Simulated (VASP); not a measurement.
Write the native input for VASP 6.6.1 that does the following.

| Item | Value |
| --- | --- |
| Task | single point |
| Functional | r2SCAN |
| Potentials or basis | VASP PAW PBE potentials, release 64 (Cd, Rb_sv, Se, O) |
| Cutoff | 520 eV |
| k mesh | 4 × 4 × 3 |
| Occupations | fermi-dirac, width 0.1 eV |
| Spin | no spin polarisation |
| Dipole correction | no |
| Further INCAR settings | ALGO = Normal; EDIFF = 1e-06; NBANDS = 50 |

Crystal: Rb2CdSe2O6.

```
Cd Rb Se O
1.0
     5.75869    0.00005   -0.00243
    -2.87928    4.98492    0.00166
    -2.88225    1.66236    6.57429
Cd Rb Se O
1 2 2 6
Cartesian
  2.9069 4.9774 0.0160
  2.9053 1.6547 2.7113
  -2.8532 4.9784 3.8994
  0.0247 3.3157 5.8060
  0.0281 3.3153 0.8031
  1.3590 2.5452 5.0857
  0.0253 4.8578 5.0881
  -1.3103 2.5460 5.0859
  -1.3066 4.0829 1.5233
  1.3637 4.0853 1.5230
  0.0307 1.7718 1.5206
```

The input as run:

POSCAR

```
Rb2CdSe2O6
1.0
    5.7586904474      0.0000463872     -0.0024290399
   -2.8792798400      4.9849150389      0.0016598229
   -2.8822512527      1.6623575335      6.5742856069
Cd Rb Se O
1 2 2 6
Direct
    1.0048621563      0.9976312291      0.0025523234
    0.8082038339      0.1943200173      0.4126640704
    0.2017970712      0.8009301584      0.5930045811
    0.6316692758      0.3705906479      0.8832720683
    0.3781785690      0.6243311084      0.1221432835
    0.7495431165      0.2525314294      0.7737809911
    0.7499844653      0.7163727795      0.7740422302
    0.2860368159      0.2527413257      0.7736401675
    0.2599223588      0.7418103189      0.2316079783
    0.7239055384      0.7422402766      0.2317377433
    0.2602537989      0.2782907088      0.2313155630
```

INCAR.step1

```
SYSTEM = Rb2CdSe2O6
PREC = Accurate ; ENCUT = 520
ISMEAR = -1 ; SIGMA = 0.1
LREAL = .FALSE. ; LASPH = .TRUE.
NELM = 100 ; NBANDS = 50
GGA = PE ; ALGO = Normal
EDIFF = 1E-4 ; LWAVE = .TRUE.
LCHARG = .FALSE.
```

INCAR.step2

```
SYSTEM = Rb2CdSe2O6
PREC = Accurate ; ENCUT = 520
EDIFF = 1E-6 ; ISMEAR = -1
SIGMA = 0.1 ; LREAL = .FALSE.
LASPH = .TRUE. ; NELM = 100
ALGO = Normal ; ISIF = 2
LWAVE = .FALSE. ; LCHARG = .TRUE.
METAGGA = R2SCAN ; LMIXTAU = .TRUE.
LELF = .TRUE. ; LVHAR = .TRUE.
NBANDS = 50 ; ISTART = 1
```

KPOINTS

```
Automatic mesh
0
G
  4 4 3
  0 0 0
```

Potentials or basis: VASP PAW PBE potentials, release 64 (Cd, Rb_sv, Se, O).

The run is started by

```sh
$ cat potpaw_PBE.64/Cd/POTCAR potpaw_PBE.64/Rb_sv/POTCAR potpaw_PBE.64/Se/POTCAR potpaw_PBE.64/O/POTCAR > POTCAR
$ cp INCAR.step1 INCAR
$ mpirun -np 1 vasp_std > vasp.out
$ cp INCAR.step2 INCAR
$ mpirun -np 1 vasp_std > vasp.out
```

Results of the run:

```
Pressure               : 0.8 GPa
Largest force          : 0.296 eV/Å
Band gap on the k mesh : 4.46 eV (least direct gap 4.74 eV)
```

Caveat: the PAW data sets were made with another functional, which shifts forces and pressure a little; an odd mesh through Γ misses points on the zone boundary, where band edges can lie.

Wall time 8.6 min on 1 thread of Intel(R) Xeon(R) 6975P-C (Granite Rapids), with other jobs on the host, peak memory 0.5 GiB.
